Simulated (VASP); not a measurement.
Wanted: the native input for a VASP 6.6.1 run.

| Item | Value |
| --- | --- |
| Task | single point |
| Functional | PBEsol |
| Potentials or basis | VASP PAW PBE potentials, release 64 (Ti_sv, O) |
| Cutoff | 520 eV |
| k mesh | 24 × 24 × 12 |
| Occupations | gaussian, width 0.1 eV |
| Spin | no spin polarisation |
| Dipole correction | no |
| Further INCAR settings | ALGO = Normal; EDIFF = 1e-06; NBANDS = 22 |

The structure of Ti2O lies in POSCAR:

```
Ti2O
1.0
    3.0120110188      0.0000000000      0.0000000000
   -1.5060055094      2.6084780587      0.0000000000
    0.0000000000      0.0000000000      4.8182083284
Ti O
2 1
Direct
    0.6666666667      0.3333333333      0.2602893075
    0.3333333333      0.6666666667      0.7397106925
    0.0000000000      0.0000000000      0.0000000000
```

This cell differs from its parent crystal: equal strain along all axes, cell held: +2.0 %, then relaxed in part.

These files were run (other wordings do the same):

INCAR

```
ALGO = Normal ; EDIFF = 1E-6
ENCUT = 520 ; GGA = PS
ISIF = 2 ; ISMEAR = 0
LASPH = T ; LCHARG = T
LELF = T ; LREAL = F
LVHAR = T ; LWAVE = F
NBANDS = 22 ; NELM = 100
PREC = Accurate ; SIGMA = 0.1
```

KPOINTS

```
k-points
0
Gamma
  24 24 12
```

Potentials or basis: VASP PAW PBE potentials, release 64 (Ti_sv, O).

Run with:

```bash
$ cat potpaw_PBE.64/Ti_sv/POTCAR potpaw_PBE.64/O/POTCAR > POTCAR
$ mpirun -np 1 vasp_std > vasp.out
```

It gave:

```json
{
 "Pressure": "-10.0 GPa",
 "Largest force": "0.037 eV/Å",
 "Band gap on the k mesh": "zero (bands 15 and 16 overlap by 0.71 eV)"
}
```

Caveat: the cell differs from its parent crystal (equal strain along all axes, cell held: +2.0 %, then relaxed in part); the cell stands under tension; the PAW data sets were made with another functional, which shifts forces and pressure a little.

Run time: 7.2 min on 1 thread of Intel(R) Xeon(R) Platinum 8259CL CPU @ 2.50GHz (Skylake/Cascade Lake), with other jobs on the host, peak memory 0.55 GiB.
